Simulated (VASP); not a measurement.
**C: single point with r2SCAN**

The system is C.

```
C
1.0
     1.23616    0.71370    3.36918
    -1.23616    0.71370    3.36918
     0.00000   -1.42740    3.36918
C
2
Direct
  0.83600 0.83600 0.83600
  0.16400 0.16400 0.16400
```

```json
{
  "Program": "VASP 6.6.1",
  "Task": "single point",
  "Functional": "r2SCAN",
  "Potentials or basis": "VASP PAW PBE potentials, release 64 (C)",
  "Cutoff": "520 eV",
  "k mesh": "14 × 14 × 14",
  "Occupations": "fermi-dirac, width 0.15 eV",
  "Spin": "no spin polarisation",
  "Dipole correction": "no",
  "Further INCAR settings": "ALGO = Normal; EDIFF = 1e-06; NBANDS = 11"
}
```

The pressure is -4.6 GPa and the largest force is 0.917 eV/Å.

Forces on the atoms (eV/Å):
```
C    0.000  0.000 -0.917
C    0.000  0.000  0.917
```

Stress tensor (GPa, compression positive):
```
-7.37  0.00  0.00
 0.00 -7.37  0.00
 0.00  0.00  0.80
```

Wall time 4.5 min on 1 thread of Intel(R) Xeon(R) 6975P-C (Granite Rapids), on a shared host, peak memory 0.17 GiB.

Caveat: the cell stands under tension; the PAW data sets were made with another functional, which shifts forces and pressure a little.
